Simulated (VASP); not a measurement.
# BeCr2 (P6/mmm) in VASP: a series of runs

The runs below take BeCr2 through single point, relaxation of cell and atoms, with r2SCAN.

Program: VASP 6.6.1. These are calculated values, not measurements. Logs are shortened: lines on timing, memory, paths and dates and some standing lists are left out, and cuts for length are marked.

## Step 1: The cell of the first run

It takes space group P6/mmm (No. 191, hexagonal). The conventional cell has a = 3.975 Å, b = 3.975 Å, c = 2.332 Å, α = 90.00°, β = 90.00°, γ = 120.00°. Within 3.1 Å of Be (site symmetry 6/mmm) lie 2 Be at 2.33 Å and 12 Cr at 2.57 Å. Cr (site symmetry -6m2) has 5 Cr at 2.29 to 2.33 Å and 6 Be at 2.57 Å within 3.0 Å.

## Step 2: Single point, r2SCAN

Contents of POSCAR:

```
BeCr2
1.0
    3.9748795378      0.0000000000      0.0000000000
   -1.9874397689      3.4423466567      0.0000000000
    0.0000000000      0.0000000000      2.3318950069
Be Cr
1 2
Direct
    0.0000000000      0.0000000000      0.0000000000
    0.3333333333      0.6666666667      0.5000000000
    0.6666666667      0.3333333333      0.5000000000
```

Contents of INCAR.step1:

```
PREC = Accurate ; ENCUT = 520
ISMEAR = 0 ; SIGMA = 0.1
LREAL = False ; LASPH = True
NELM = 60 ; NBANDS = 20
GGA = PE ; ALGO = Normal
EDIFF = 1E-4 ; LWAVE = True
LCHARG = False
```

Contents of INCAR.step2:

```
PREC = Accurate ; ENCUT = 520
EDIFF = 1E-6 ; ISMEAR = 0
SIGMA = 0.1 ; LREAL = False
LASPH = True ; NELM = 60
ALGO = Normal ; ISIF = 2
LWAVE = False ; LCHARG = False
METAGGA = R2SCAN ; LMIXTAU = True
NBANDS = 20 ; ISTART = 1
```

Contents of KPOINTS:

```
Automatic mesh
0
Gamma
  6 6 6
```

Potentials or basis: VASP PAW PBE potentials, release 64 (Be, Cr_pv).

The run is started by

```sh
cat potpaw_PBE.64/Be/POTCAR potpaw_PBE.64/Cr_pv/POTCAR > POTCAR
cp INCAR.step1 INCAR
mpirun -np 1 vasp_std > vasp.out
cp INCAR.step2 INCAR
mpirun -np 1 vasp_std > vasp.out
```

OUTCAR:

```text
PREC = Accurate
   ENCUT = 520
   EDIFF = 1E-6
   ISMEAR = 0
   LREAL = False
   LASPH = True
   NELM = 60
   ISIF = 2
   METAGGA = R2SCAN
   ISTART = 1

 ion  position               nearest neighbor table
   1  0.000  0.000  0.000-   2 2.57   3 2.57   2 2.57   3 2.57   2 2.57   2 2.57   3 2.57   3 2.57
                             3 2.57   3 2.57   2 2.57   2 2.57
   2  0.333  0.667  0.500-   3 2.29   3 2.29   3 2.29   1 2.57   1 2.57   1 2.57   1 2.57   1 2.57
                             1 2.57
   3  0.667  0.333  0.500-   2 2.29   2 2.29   2 2.29   1 2.57   1 2.57   1 2.57   1 2.57   1 2.57
                             1 2.57

  LATTYP: Found a hexagonal cell.
 ALAT       =     3.9748795378
 C/A-ratio  =     0.5866580320

  Lattice vectors:

 A1 = (   3.9748795378,   0.0000000000,   0.0000000000)
 A2 = (  -1.9874397689,   3.4423466567,   0.0000000000)
 A3 = (   0.0000000000,   0.0000000000,   2.3318950069)

Analysis of symmetry for initial positions (statically):
=====================================================================
 Subroutine PRICEL returns:
 Original cell was already a primitive cell.

 Routine SETGRP: Setting up the symmetry group for a
 hexagonal supercell.

 Subroutine GETGRP returns: Found 24 space group operations
 (whereof 24 operations were pure point group operations)
 out of a pool of 24 trial point group operations.

The static configuration has the point symmetry D_6h.

Analysis of symmetry for dynamics (positions and initial velocities):
=====================================================================
 Subroutine PRICEL returns:
 Original cell was already a primitive cell.

 Routine SETGRP: Setting up the symmetry group for a
 hexagonal supercell.

 Subroutine GETGRP returns: Found 24 space group operations
 (whereof 24 operations were pure point group operations)
 out of a pool of 24 trial point group operations.

The dynamic configuration has the point symmetry D_6h.

 Subroutine INISYM returns: Found 24 space group operations
 (whereof 24 operations are pure point group operations),
 and found     1 'primitive' translations

----------------------------------------------------------------------------------------

                                     Primitive cell

  volume of cell :      31.9071

[... 80 lines left out ...]
 SYSTEM =  unknown system
   PREC   = accura    normal or accurate (medium, high low for compatibility)
   ISTART =      1    job   : 0-new  1-cont  2-samecut
   ICHARG =      0    charge: 1-file 2-atom 10-const
   ISPIN  =      1    spin polarized calculation?
   LNONCOLLINEAR =      F non collinear calculations
   LSORBIT =      F    spin-orbit coupling
   LASPH  =      T    aspherical Exc in radial PAW
   ENCUT  =  520.0 eV  38.22 Ry    6.18 a.u.   7.39  7.39  4.34*2*pi/ulx,y,z
   NELM   =     60;   NELMIN=  2; NELMDL=  0     # of ELM steps
   EDIFF  = 0.1E-05   stopping-criterion for ELM
   LREAL  =      F    real-space projection
[... 7 lines left out ...]
   TEBEG  =    0.0;   TEEND  =   0.0 temperature during run
   PSTRESS=    0.0 pullay stress
   NELECT =      26.0000    total number of electrons
   NUPDOWN=      -1.0000    fix difference up-down
   EMIN   =  10.00;   EMAX   =-10.00  energy-range for DOS
   EFERMI =   0.00;   METHOD = LEGACY
   ISMEAR =     0;   SIGMA  =   0.10  broadening in eV -4-tet -1-fermi 0-gaus
   EFERMI_NEDOS =   21; number of points for ismear=-14 and -15
   IALGO  =     38    algorithm
   IMIX   =      4    mixing-type and parameters
     AMIX     =   0.40;   BMIX     =  1.00
     AMIX_MAG =   1.60;   BMIX_MAG =  1.00
  volume/ion in A,a.u.               =      10.64        71.77
  Fermi-wavevector in a.u.,A,eV,Ry     =   1.529103  2.889586 31.812546  2.338156
  Thomas-Fermi vector in A             =   2.636770
   LORBIT       =      0    0 simple, 1 ext, 2 COOP (PROOUT), +10 PAW based schemes
   METAGGA = R2SCAN    functional components
   LHFCALC =     F    Hartree Fock is set to
   AEXX    =    0.0000 exact exchange contribution
   IVDW    =     0    specifies the selected vdW correction
   LEPSILON=     F    determine dielectric tensor
   LRPA    =     F    only Hartree local field effects (RPA)
 non-spin polarized calculation
 Gauss-broadening in eV      SIGMA  =   0.10
  energy-cutoff  :      520.00
  volume of cell :       31.91
 maximum number of plane-waves:       879
 NGX is ok and might be reduce to    30
   NGX = 15   NGY = 15   NGZ =  9

 number of electron      26.0000012 magnetization

 Free energy of the ion-electron system (eV)
  ---------------------------------------------------
  ext. energy  EPLUGINS =         0.00000000
  ---------------------------------------------------
  free energy    TOTEN  =       -33.39603152 eV

  energy without entropy =      -33.38190562  energy(sigma->0) =      -33.38896857

 E-fermi :   9.5772     XC(G=0): -13.7848

 val. band max:        9.5638305180   @ k =   0.3333  -0.0000   0.5000
 cond. band min:       9.6225684787   @ k =   0.1667   0.1667   0.3333
 fundamental gap:      0.0587379607
 Fermi energy:         9.5771591152

 k-point     1 :       0.0000    0.0000    0.0000
  band No.  band energies     occupation
      1     -35.5224      2.00000
      2     -35.5224      2.00000
      3     -34.7305      2.00000
      4     -34.7097      2.00000
      5     -34.7097      2.00000
      6     -34.5628      2.00000
[... 541 lines left out ...]
     19      13.1747      0.00000
     20      13.4701      0.00000

 [... further k-points ...]

------------------------ aborting loop because EDIFF is reached ----------------------------------------

  FORCE on cell =-STRESS in cart. coord.  units (eV):
  Direction    XX          YY          ZZ          XY          YZ          ZX
  --------------------------------------------------------------------------------------
  -------------------------------------------------------------------------------------
  Total        0.1661946      0.1661946      0.1260377      0.0000000     -0.0000000      0.0000000
  in kB        8.3452595      8.3452595      6.3288317      0.0000000     -0.0000000      0.0000000
  external PRESSURE =       7.6731169 kB  Pullay stress =       0.0000000 kB

 VOLUME and BASIS-vectors are now :
 -----------------------------------------------------------------------------
  energy-cutoff  :      520.00
  volume of cell :       31.91
      direct lattice vectors                 reciprocal lattice vectors
     3.974879538  0.000000000  0.000000000     0.251579951  0.145249753  0.000000000
    -1.987439769  3.442346657  0.000000000     0.000000000  0.290499505  0.000000000
     0.000000000  0.000000000  2.331895007     0.000000000  0.000000000  0.428835774

 POSITION                                       TOTAL-FORCE (eV/Angst)
 -----------------------------------------------------------------------------------
      0.00000      0.00000      0.00000        -0.000000     -0.000000      0.000000
     -0.00000      2.29490      1.16595        -0.000000     -0.000000      0.000000
      1.98744      1.14745      1.16595         0.000000      0.000000      0.000000
 -----------------------------------------------------------------------------------
    total drift:                               -0.000000      0.000000      0.000000

  FREE ENERGIE OF THE ION-ELECTRON SYSTEM (eV)
  ---------------------------------------------------
  free  energy   TOTEN  =       -33.3960315196 eV

  energy  without entropy=      -33.3819056176  energy(sigma->0) =      -33.38896857
```

OSZICAR.step1:

```text
N       E                     dE             d eps       ncg     rms          rms(c)
DAV:   1     0.260448671481E+03    0.26045E+03   -0.15694E+04  1120   0.154E+03
DAV:   2    -0.164641434160E+02   -0.27691E+03   -0.26908E+03  1128   0.437E+02
DAV:   3    -0.257063425246E+02   -0.92422E+01   -0.90114E+01  1288   0.950E+01
DAV:   4    -0.258331356336E+02   -0.12679E+00   -0.12673E+00  1268   0.106E+01
DAV:   5    -0.258373257051E+02   -0.41901E-02   -0.41898E-02  1400   0.192E+00    0.189E+01
DAV:   6    -0.226834447597E+02    0.31539E+01   -0.25940E+01  1256   0.530E+01    0.555E+00
DAV:   7    -0.222319590681E+02    0.45149E+00   -0.31163E+00  1204   0.185E+01    0.219E+00
DAV:   8    -0.222037479161E+02    0.28211E-01   -0.11113E-01  1260   0.336E+00    0.671E-01
DAV:   9    -0.222021430756E+02    0.16048E-02   -0.13077E-02  1488   0.811E-01    0.235E-01
DAV:  10    -0.222021774150E+02   -0.34339E-04   -0.17600E-03  1296   0.417E-01    0.816E-02
DAV:  11    -0.222021317691E+02    0.45646E-04   -0.40987E-04  1248   0.219E-01
   1 F= -.22202132E+02 E0= -.22193192E+02  d E =-.178796E-01
```

Run time: 36 s. Hardware: 1 thread of Intel Xeon 6975P-C (Granite Rapids), shared host; peak memory 0.15 GiB.

Results:

| Quantity | Value |
| --- | --- |
| Free energy | -33.3960 eV |
| Pressure | 0.8 GPa |
| Band gap on the k mesh | zero (bands 13 and 14 overlap by 1.43 eV) |

Stress tensor (GPa, compression positive):
```
0.83 0.00 0.00
0.00 0.83 0.00
0.00 0.00 0.63
```

Caveat: the k points lie up to 0.45 Å⁻¹ apart, too coarse for converged energies and pressures of a metal; the PAW data sets were made with another functional, which shifts forces and pressure a little; the run has no spin polarisation, though such a crystal can be magnetic.

## Step 3: Single point, r2SCAN, collinear spin, ferromagnetic start

This run uses another cell than the first one, of 9.70 Å³/atom.

Contents of POSCAR:

```
BeCr2
1.0
    3.1452659046      0.0000000000      0.0000000000
   -1.5726329523      2.7238801751      0.0000000000
    0.0000000000      0.0000000000      3.3960512259
Be Cr
1 2
Direct
    0.0000000000      0.0000000000      0.0000000000
    0.3333333333      0.6666666667      0.5000000000
    0.6666666667      0.3333333333      0.5000000000
```

Contents of INCAR.step1:

```
SYSTEM = BeCr2
  ALGO = Normal
  EDIFF = 1E-4
  ENCUT = 520
  GGA = PE
  ISMEAR = 0
  ISPIN = 2
  LASPH = .TRUE.
  LCHARG = .FALSE.
  LMAXMIX = 4
  LREAL = .FALSE.
  LWAVE = .TRUE.
  MAGMOM = 0 3 3
  NBANDS = 24
  NELM = 150
  PREC = Accurate
  SIGMA = 0.1
```

Contents of INCAR.step2:

```
SYSTEM = BeCr2
  ALGO = Normal
  EDIFF = 1E-7
  ENCUT = 520
  ISIF = 2
  ISMEAR = 0
  ISPIN = 2
  ISTART = 1
  LASPH = .TRUE.
  LCHARG = .FALSE.
  LMAXMIX = 4
  LMIXTAU = .TRUE.
  LORBIT = 11
  LREAL = .FALSE.
  LWAVE = .FALSE.
  MAGMOM = 0 3 3
  METAGGA = R2SCAN
  NBANDS = 24
  NELM = 150
  PREC = Accurate
  SIGMA = 0.1
```

Contents of KPOINTS:

```
k-points
0
G
  6 6 6
  0 0 0
```

Potentials or basis: VASP PAW PBE potentials, release 64 (Be, Cr_pv).

The run is started by

```sh
cat potpaw_PBE.64/Be/POTCAR potpaw_PBE.64/Cr_pv/POTCAR > POTCAR
cp INCAR.step1 INCAR
mpirun -np 1 vasp_std > vasp.out
cp INCAR.step2 INCAR
mpirun -np 1 vasp_std > vasp.out
```

Wall time 47 s (1 thread of Intel Xeon 6975P-C (Granite Rapids), shared host); peak memory 0.18 GiB.

Results (log left out):

* Free energy: -27.7148 eV
* Pressure: 90.8 GPa
* Band gap on the k mesh: zero (filled and empty bands overlap)
* Net moment: -0.01 μB per cell
* Valence electrons inside the program's atomic spheres: Be 1.12; Cr 12.19

Stress tensor (GPa, compression positive):
```
127.92   0.00   0.00
  0.00 127.92   0.00
  0.00   0.00  16.43
```

Levels at points of the mesh, in eV from the Fermi level:
Spin up:
| k point | band 11 | band 12 | band 13 | band 14 | band 15 | band 16 |
| --- | --- | --- | --- | --- | --- | --- |
| (0.00, 0.00, 0.00) | -1.72 | -1.72 | 0.06 | 0.06 | 1.26 | 2.22 |
| (0.50, 0.00, 0.00) | -3.62 | -2.48 | -1.09 | 0.19 | 0.80 | 3.48 |
| (0.00, 0.00, 0.50) | -1.92 | -1.28 | -1.28 | 0.12 | 0.12 | 1.16 |
| (0.50, 0.00, 0.50) | -3.75 | -1.20 | 0.01 | 1.95 | 1.97 | 3.34 |
Spin down:
```csv
k point,band 9,band 10,band 11,band 12,band 13,band 14,band 15,band 16,band 17,band 18
"(0.00, 0.00, 0.00)",-2.55,-2.55,-1.72,-1.72,0.06,0.06,1.26,2.22,2.22,2.36
"(0.50, 0.00, 0.00)",-3.93,-3.86,-3.62,-2.48,-1.09,0.19,0.79,3.48,3.74,4.24
"(0.00, 0.00, 0.50)",-3.07,-3.07,-1.92,-1.28,-1.28,0.11,0.11,1.16,1.16,3.28
"(0.50, 0.00, 0.50)",-4.72,-3.78,-3.75,-1.21,0.01,1.94,1.97,3.34,3.64,4.27
```

Caveat: the k points lie up to 0.38 Å⁻¹ apart, too coarse for converged energies and pressures of a metal; atoms lie so close that the PAW spheres overlap strongly, which falsifies energies and pressures; the PAW data sets were made with another functional, which shifts forces and pressure a little.

## Step 4: Relaxation of cell and atoms, r2SCAN

This run uses another cell than the first one, of 9.70 Å³/atom.

POSCAR is that of step 3.

Contents of INCAR.step1:

```
ALGO = Normal
EDIFF = 1E-4
ENCUT = 600
GGA = PE
ISMEAR = 0
LASPH = True
LCHARG = False
LREAL = False
LWAVE = True
NELM = 100
PREC = Accurate
SIGMA = 0.1
```

Contents of INCAR.step2:

```
ALGO = Normal
EDIFF = 1E-6
EDIFFG = -0.04
ENCUT = 600
IBRION = 2
ISIF = 3
ISMEAR = 0
ISTART = 1
LASPH = True
LCHARG = False
LMIXTAU = True
LREAL = False
LWAVE = False
METAGGA = R2SCAN
NELM = 100
NSW = 90
PREC = Accurate
SIGMA = 0.1
```

Contents of KPOINTS:

```
k-points
0
Gamma
  6 6 6
```

The run is started by

```sh
cat potpaw_PBE.64/Be/POTCAR potpaw_PBE.64/Cr_pv/POTCAR > POTCAR
cp INCAR.step1 INCAR
mpirun -np 1 vasp_std > vasp.out
cp INCAR.step2 INCAR
mpirun -np 1 vasp_std > vasp.out
```

It took 8.1 min on 1 thread of Intel Xeon 6975P-C (Granite Rapids), shared host; peak memory 0.18 GiB.

It converged, with:

- Free energy: -33.3778 eV
- Relaxed volume: 10.65 Å³/atom
- Relaxed cell: a = 3.975 Å, b = 3.975 Å, c = 2.336 Å, α = 90.00°, β = 90.00°, γ = 120.00°
- Space group after relaxing (to 0.1 Å): P6/mmm (No. 191)
- Energy gained by relaxing: 1887.4 meV/atom
- Ionic steps: 13
- Pressure after relaxing: -0.1 GPa
- Band gap on the k mesh: zero (bands 13 and 14 overlap by 1.44 eV)

Step by step:
```csv
step,energy change (eV),largest force (eV/Å),pressure (GPa),volume (Å³)
1,0.0000,0.0000,90.73,29.10
2,-0.6550,0.0000,-32.34,57.51
3,-3.0880,0.0000,-11.84,40.92
4,-3.0932,0.0000,-10.48,40.52
5,-4.1031,0.0000,-14.00,37.89
6,-3.0737,0.0000,74.78,26.92
7,-4.5541,0.0000,-13.18,36.21
8,-5.6622,0.0000,-0.64,31.98
9,-5.6589,0.0000,0.99,31.77
10,-5.6615,0.0000,-1.06,32.13
11,-5.6620,0.0000,-0.55,32.03
12,-5.6619,0.0000,0.58,31.87
13,-5.6622,0.0000,-0.08,31.96
```

Final structure:
```yaml
crystal:
  lattice:
    - [3.97453, 0.00000, 0.00000]
    - [-1.98726, 3.44204, 0.00000]
    - [0.00000, 0.00000, 2.33586]
  atoms:
    - { symbol: Be, position: [0.00000, 0.00000, 0.00000] }
    - { symbol: Cr, position: [0.33333, 0.66667, 0.50000] }
    - { symbol: Cr, position: [0.66667, 0.33333, 0.50000] }
```

Levels at points of the mesh, in eV from the Fermi level:
```
           k point  band 9  band 10  band 11  band 12  band 13  band 14  band 15  band 16  band 17
(0.00, 0.00, 0.00)   -3.34    -3.34    -2.26    -1.32    -1.32     1.07     1.07     2.39     3.56
(0.50, 0.00, 0.00)   -3.40    -2.86    -2.71    -2.34    -0.80     0.88     1.21     1.30     2.08
(0.00, 0.00, 0.50)   -3.33    -2.22    -1.06    -1.06    -0.44    -0.44    -0.20    -0.20     3.24
(0.50, 0.00, 0.50)   -3.25    -2.63    -1.43    -1.34    -0.74     0.35     1.95     2.76     3.09
```

Caveat: the k points lie up to 0.45 Å⁻¹ apart in the final cell, too coarse for converged energies and pressures of a metal; a cell axis changed by over 15 % at a fixed basis, so the end point is rough; the PAW data sets were made with another functional, which shifts forces and pressure a little; the run has no spin polarisation, though such a crystal can be magnetic.

[end of part 1 of 2]
